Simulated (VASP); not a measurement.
Set up this calculation in VASP 6.6.1, as the native input.

```yaml
Task: single point
Functional: PBE
Potentials_or_basis: VASP PAW PBE potentials, release 64 (Al, Cl)
Cutoff: 400 eV
k_mesh: 9 × 9 × 1
Occupations: gaussian, width 0.1 eV
Spin: no spin polarisation
Dipole_correction: yes
Further_INCAR_settings: ALGO = Normal; EDIFF = 1e-06; NBANDS = 16; NELMDL = -8
```

The structure of Al3Cl lies in POSCAR:

```
Al3Cl
1.0
    2.8567582918      0.0000000000      0.0000000000
    0.0000000000      2.8567582918      0.0000000000
    0.0000000000      0.0000000000     19.6746954375
Al Cl
3 1
Direct
    0.5000000000      0.5000000000      0.2033068320
    0.0000000000      0.0000000000      0.3092728611
    0.5000000000      0.5000000000      0.4154928580
    0.5000000000      1.0000000000      0.5059627020
```

The input as run:

INCAR

```
PREC = Accurate
ENCUT = 400
EDIFF = 1E-6
ISMEAR = 0
SIGMA = 0.1
LREAL = False
LASPH = True
NELM = 120
ALGO = Normal
ISIF = 2
LWAVE = False
LCHARG = False
LDIPOL = True
IDIPOL = 3
DIPOL = 0.5 0.5 0.359
GGA = PE
NBANDS = 16
GGA_COMPAT = False
NELMDL = -8
```

KPOINTS

```
Automatic mesh
0
Gamma
  9 9 1
```

Potentials or basis: VASP PAW PBE potentials, release 64 (Al, Cl).

The run is started by

```bash
$ cat potpaw_PBE.64/Al/POTCAR potpaw_PBE.64/Cl/POTCAR > POTCAR
$ mpirun -np 1 vasp_std > vasp.out
```

It gave:

- Largest force: 0.288 eV/Å
- Band gap on the k mesh: zero (band 8 reaches 1.46 eV, above the bottom of band 9 at 0.01 eV)

Run time: 81 s on 1 thread of Intel Xeon 6975P-C, with other jobs on the host, peak memory 0.22 GiB.
